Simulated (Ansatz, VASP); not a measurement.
# One calculation of SiC, two programs

```
CELL_PARAMETERS angstrom
3.09199 0.00000 0.00000
-1.54599 2.67774 0.00000
0.00000 0.00000 5.07376
ATOMIC_POSITIONS crystal
Si 0.33333 0.66667 0.00456
Si 0.66667 0.33333 0.50456
C 0.33333 0.66667 0.38044
C 0.66667 0.33333 0.88044
```

Alike in both runs: task relaxation of cell and atoms; functional LDA; k mesh 12 × 12 × 6; occupations gaussian, width 0.02 eV; no spin polarisation.

|  | VASP | Ansatz |
| --- | --- | --- |
| version | VASP 6.6.1 | Ansatz 0.2.0 |
| potentials or method | VASP PAW LDA potentials, release 64 (Si, C), cutoff 600 eV | scalar-relativistic, plane waves, PAW |
| valence electrons in the cell | 16 | 16 |

Ansatz gave:

* gap on the k mesh at the Fermi level, each at its own relaxed structure (eV): 2.13
* relaxed volume (Å³/atom): 10.14
* relaxed cell length with the largest relative difference (Å): 5.016

Question: What did VASP give for the same quantities?

Answer: gap on the k mesh at the Fermi level, each at its own relaxed structure (eV): 2.12; relaxed volume (Å³/atom): 10.15; relaxed cell length with the largest relative difference (Å): 5.018.

LDA's correlation is that of Perdew and Zunger in VASP and of Perdew and Wang (1992) in Ansatz.
